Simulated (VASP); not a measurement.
# MnF2 (Fd-3m) in VASP: further runs

Runs on MnF2. Level: PBE. Tasks: single point, relaxation of cell and atoms.

Everything below comes from runs of VASP 6.6.1. Logs are shortened: lines on timing, memory, paths and dates and some standing lists are left out, and cuts for length are marked.

**1. The cell of the first run**

Symmetry: Fd-3m, No. 227, cubic system. Conventional cell: a = 9.172 Å, b = 9.172 Å, c = 9.172 Å, α = 90.00°, β = 90.00°, γ = 90.00°. Within 2.6 Å of Mn (site symmetry -43m) lie 4 F at 1.99 Å. F (site symmetry -3m) has 2 Mn at 1.99 Å within 2.6 Å.

The cell was generated, and may not be a known phase.

**2. Single point, PBE, collinear spin, antiferromagnetic start**

INCAR

```
  PREC = Accurate
  ENCUT = 520
  EDIFF = 1E-7
  ISMEAR = 0
  SIGMA = 0.1
  LREAL = False
  LASPH = True
  NELM = 150
  ALGO = Normal
  ISIF = 2
  LWAVE = False
  LCHARG = False
  ISPIN = 2
  MAGMOM = 4 -4 0 0 0 0
  LORBIT = 11
  LMAXMIX = 4
  GGA = PE
  NBANDS = 40
```

KPOINTS

```
regular mesh
0
Gamma
  4 4 4
```

POSCAR

```
MnF2
1.0
    0.0000000000      4.5858922036      4.5858922036
    4.5858922036      0.0000000000      4.5858922036
    4.5858922036      4.5858922036      0.0000000000
Mn F
2 4
Direct
    0.5000000000      0.5000000000      0.5000000000
    0.7500000000      0.7500000000      0.7500000000
    0.1250000456      0.6249999848      0.6249999848
    0.6249999848      0.1250000456      0.6249999848
    0.6249999848      0.6249999848      0.1250000456
    0.6249999848      0.6249999848      0.6249999848
```

Potentials or basis: VASP PAW PBE potentials, release 64 (Mn_pv, F).

Launch:

```
> cat potpaw_PBE.64/Mn_pv/POTCAR potpaw_PBE.64/F/POTCAR > POTCAR
> mpirun -np 1 vasp_std > vasp.out
```

OUTCAR:

```text
PREC = Accurate
   ENCUT = 520
   EDIFF = 1E-7
   ISMEAR = 0
   LREAL = False
   LASPH = True
   NELM = 150
   ISIF = 2
   ISPIN = 2
   LORBIT = 11
   GGA = PE

 ion  position               nearest neighbor table
   1  0.500  0.500  0.500-   6 1.99   5 1.99   3 1.99   4 1.99
   2  0.750  0.750  0.750-   3 1.99   4 1.99   5 1.99   6 1.99
   3  0.125  0.625  0.625-   1 1.99   2 1.99
   4  0.625  0.125  0.625-   1 1.99   2 1.99
   5  0.625  0.625  0.125-   1 1.99   2 1.99
   6  0.625  0.625  0.625-   1 1.99   2 1.99

  LATTYP: Found a face centered cubic cell.
 ALAT       =     9.1717844072

  Lattice vectors:

 A1 = (   0.0000000000,   4.5858922036,   4.5858922036)
 A2 = (   4.5858922036,   0.0000000000,   4.5858922036)
 A3 = (   4.5858922036,   4.5858922036,   0.0000000000)

Analysis of symmetry for initial positions (statically):
=====================================================================
 Subroutine PRICEL returns:
 Original cell was already a primitive cell.

 Routine SETGRP: Setting up the symmetry group for a
 face centered cubic supercell.

 Subroutine GETGRP returns: Found 48 space group operations
 (whereof 24 operations were pure point group operations)
 out of a pool of 48 trial point group operations.

The static configuration has the point symmetry T_d .
 The point group associated with its full space group is O_h .

Analysis of symmetry for dynamics (positions and initial velocities):
=====================================================================
 Subroutine PRICEL returns:
 Original cell was already a primitive cell.

 Routine SETGRP: Setting up the symmetry group for a
 face centered cubic supercell.

 Subroutine GETGRP returns: Found 48 space group operations
 (whereof 24 operations were pure point group operations)
 out of a pool of 48 trial point group operations.

The dynamic configuration has the point symmetry T_d .
 The point group associated with its full space group is O_h .

Analysis of structural, dynamic, and magnetic symmetry:
=====================================================================
 Subroutine PRICEL returns:
 Original cell was already a primitive cell.

 Routine SETGRP: Setting up the symmetry group for a
 face centered cubic supercell.

 Subroutine GETGRP returns: Found 48 space group operations
 (whereof 24 operations were pure point group operations)
 out of a pool of 48 trial point group operations.

The overall configuration has the point symmetry T_d .
 The point group associated with its full space group is O_h .

 Subroutine INISYM returns: Found 48 space group operations
 (whereof 24 operations are pure point group operations),
 and found     1 'primitive' translations

----------------------------------------------------------------------------------------

                                     Primitive cell

  volume of cell :     192.8864

  direct lattice vectors                    reciprocal lattice vectors
     0.000000000  4.585892204  4.585892204    -0.109030038  0.109030038  0.109030038
     4.585892204  0.000000000  4.585892204     0.109030038 -0.109030038  0.109030038
     4.585892204  4.585892204  0.000000000     0.109030038  0.109030038 -0.109030038

  length of vectors
     6.485430950  6.485430950  6.485430950     0.188845565  0.188845565  0.188845565

  position of ions in fractional coordinates (direct lattice)
     0.500000000  0.500000000  0.500000000
     0.750000000  0.750000000  0.750000000
     0.125000046  0.624999985  0.624999985
     0.624999985  0.125000046  0.624999985
     0.624999985  0.624999985  0.125000046
     0.624999985  0.624999985  0.624999985

  ion indices of the primitive-cell ions
   primitive index   ion index
                 1           1
                 2           2
                 3           3
                 4           4
                 5           5
                 6           6

----------------------------------------------------------------------------------------

[... 29 lines left out ...]
  0.250000  0.250000  0.000000      6.000000
  0.500000  0.250000  0.000000     24.000000
 -0.250000  0.250000  0.000000     12.000000
  0.500000  0.500000  0.000000      3.000000
 -0.250000  0.500000  0.250000      6.000000
   k-points           NKPTS =      8   k-points in BZ     NKDIM =      8   number of bands    NBANDS=     40
   number of dos      NEDOS =    301   number of ions     NIONS =      6
   total plane-waves  NPLWV = 110592
   dimension x,y,z NGX =    48 NGY =   48 NGZ =   48
   dimension x,y,z NGXF=    96 NGYF=   96 NGZF=   96
   ions per type =               2   4
   NGX,Y,Z   is equivalent  to a cutoff of  12.30, 12.30, 12.30 a.u.
   NGXF,Y,Z  is equivalent  to a cutoff of  24.61, 24.61, 24.61 a.u.
 SYSTEM =  unknown system
   PREC   = accura    normal or accurate (medium, high low for compatibility)
   ISTART =      0    job   : 0-new  1-cont  2-samecut
   ICHARG =      2    charge: 1-file 2-atom 10-const
   ISPIN  =      2    spin polarized calculation?
   LNONCOLLINEAR =      F non collinear calculations
   LSORBIT =      F    spin-orbit coupling
   LASPH  =      T    aspherical Exc in radial PAW
   ENCUT  =  520.0 eV  38.22 Ry    6.18 a.u.  12.06 12.06 12.06*2*pi/ulx,y,z
   NELM   =    150;   NELMIN=  2; NELMDL= -5     # of ELM steps
   EDIFF  = 0.1E-06   stopping-criterion for ELM
   LREAL  =      F    real-space projection
   EDIFFG = 0.1E-05   stopping-criterion for IOM
   NSW    =      0    number of steps for IOM
   IBRION =     -1    ionic relax: 0-MD 1-quasi-New 2-CG
   NFREE  =      0    steps in history (QN), initial steepest desc. (CG)
   ISIF   =      2    stress and relaxation
   ISYM   =      2    0-nonsym 1-usesym 2-fastsym
   POTIM  = 0.5000    time-step for ionic-motion
   TEBEG  =    0.0;   TEEND  =   0.0 temperature during run
   PSTRESS=    0.0 pullay stress
   NELECT =      54.0000    total number of electrons
   NUPDOWN=      -1.0000    fix difference up-down
   EMIN   =  10.00;   EMAX   =-10.00  energy-range for DOS
   EFERMI =   0.00;   METHOD = LEGACY
   ISMEAR =     0;   SIGMA  =   0.10  broadening in eV -4-tet -1-fermi 0-gaus
   EFERMI_NEDOS =   21; number of points for ismear=-14 and -15
   IALGO  =     38    algorithm
   IMIX   =      4    mixing-type and parameters
     AMIX     =   0.40;   BMIX     =  1.00
     AMIX_MAG =   1.60;   BMIX_MAG =  1.00
  volume/ion in A,a.u.               =      32.15       216.94
  Fermi-wavevector in a.u.,A,eV,Ry     =   1.070958  2.023816 15.605202  1.146950
  Thomas-Fermi vector in A             =   2.206683
   LORBIT       =     11    0 simple, 1 ext, 2 COOP (PROOUT), +10 PAW based schemes
   GGA     = PE    functional components
   LHFCALC =     F    Hartree Fock is set to
   AEXX    =    0.0000 exact exchange contribution
   IVDW    =     0    specifies the selected vdW correction
   LEPSILON=     F    determine dielectric tensor
   LRPA    =     F    only Hartree local field effects (RPA)
 spin polarized calculation
 Gauss-broadening in eV      SIGMA  =   0.10
  energy-cutoff  :      520.00
  volume of cell :      192.89
 maximum number of plane-waves:      5218
   NGX = 25   NGY = 25   NGZ = 25

 number of electron      54.0000000 magnetization      -0.0000000

 number of electron      54.0000031 magnetization       0.0000000

 Free energy of the ion-electron system (eV)
  ---------------------------------------------------
  ext. energy  EPLUGINS =         0.00000000
  ---------------------------------------------------
  free energy    TOTEN  =       -38.79181945 eV

  energy without entropy =      -38.79181945  energy(sigma->0) =      -38.79181945

 E-fermi :  -1.9220     XC(G=0):  -5.4054

 val. band max:       -2.5052200388   @ k =  -0.2500   0.5000   0.2500
 cond. band min:       0.3652216601   @ k =   0.0000   0.0000   0.0000
 fundamental gap:      2.8704416988
 Fermi energy:        -1.9220420773

 spin component 1

 k-point     1 :       0.0000    0.0000    0.0000
  band No.  band energies     occupation
      1     -51.2891      1.00000
      2     -51.2891      1.00000
      3     -51.2891      1.00000
      4     -46.4690      1.00000
      5     -46.4690      1.00000
      6     -46.4690      1.00000
[... 325 lines left out ...]
     38       6.5031      0.00000
     39       6.6090      0.00000
 Fermi energy:        -1.9220420773

 spin component 2

 k-point     1 :       0.0000    0.0000    0.0000
  band No.  band energies     occupation
      1     -51.2891      1.00000
      2     -51.2891      1.00000
      3     -51.2891      1.00000
      4     -46.4690      1.00000
      5     -46.4690      1.00000
      6     -46.4690      1.00000
[... 325 lines left out ...]
     38       6.5031      0.00000
     39       6.6089      0.00000
 [bands above 39 left out]

------------------------ aborting loop because EDIFF is reached ----------------------------------------

  FORCE on cell =-STRESS in cart. coord.  units (eV):
  Direction    XX          YY          ZZ          XY          YZ          ZX
  --------------------------------------------------------------------------------------
  -------------------------------------------------------------------------------------
  Total        0.1533431      0.1533431      0.1533431     -0.0000000      0.0000000     -0.0000000
  in kB        1.2737176      1.2737176      1.2737176     -0.0000000      0.0000000     -0.0000000
  external PRESSURE =       1.2737176 kB  Pullay stress =       0.0000000 kB

 VOLUME and BASIS-vectors are now :
 -----------------------------------------------------------------------------
  energy-cutoff  :      520.00
  volume of cell :      192.89
      direct lattice vectors                 reciprocal lattice vectors
     0.000000000  4.585892204  4.585892204    -0.109030038  0.109030038  0.109030038
     4.585892204  0.000000000  4.585892204     0.109030038 -0.109030038  0.109030038
     4.585892204  4.585892204  0.000000000     0.109030038  0.109030038 -0.109030038

 POSITION                                       TOTAL-FORCE (eV/Angst)
 -----------------------------------------------------------------------------------
      4.58589      4.58589      4.58589         0.000000     -0.000000      0.000000
      6.87884      6.87884      6.87884         0.000000     -0.000000      0.000000
      5.73237      3.43942      3.43942        -0.000000      0.000000     -0.000000
      3.43942      5.73237      3.43942         0.000000      0.000000      0.000000
      3.43942      3.43942      5.73237         0.000000     -0.000000     -0.000000
      5.73237      5.73237      5.73237         0.000000     -0.000000      0.000000
 -----------------------------------------------------------------------------------
    total drift:                                0.000000      0.000000      0.000000

  FREE ENERGIE OF THE ION-ELECTRON SYSTEM (eV)
  ---------------------------------------------------
  free  energy   TOTEN  =       -38.7918194529 eV

  energy  without entropy=      -38.7918194529  energy(sigma->0) =      -38.79181945

 total charge

# of ion       s       p       d       tot
------------------------------------------
    1        0.175   6.173   4.983  11.331
    2        0.175   6.173   4.983  11.331
    3        1.732   4.362   0.000   6.094
    4        1.732   4.362   0.000   6.094
    5        1.732   4.362   0.000   6.094
    6        1.732   4.362   0.000   6.094
--------------------------------------------------
tot          7.276  29.796   9.966  47.037

 magnetization (x)

# of ion       s       p       d       tot
------------------------------------------
    1        0.012   0.034   4.404   4.450
    2       -0.012  -0.034  -4.404  -4.450
    3        0.000   0.000   0.000   0.000
    4        0.000   0.000   0.000   0.000
    5        0.000   0.000   0.000   0.000
    6        0.000   0.000   0.000   0.000
--------------------------------------------------
tot          0.000   0.000   0.000   0.000
```

Run time: 2.3 min. Hardware: 1 thread of Intel Xeon Platinum 8488C (Sapphire Rapids), shared host; peak memory 0.42 GiB.

Results:

| Property | Result |
| --- | --- |
| Free energy | -38.7918 eV |
| Pressure | 0.1 GPa |
| Band gap on the k mesh | 2.87 eV (least direct gap 2.93 eV) |
| Net moment | 0.00 μB per cell |
| Site moments | Mn +4.45, -4.45; F +0.00 μB |
| Valence electrons inside the program's atomic spheres | Mn 11.33; F 6.09 |

[end of part 1 of 2]
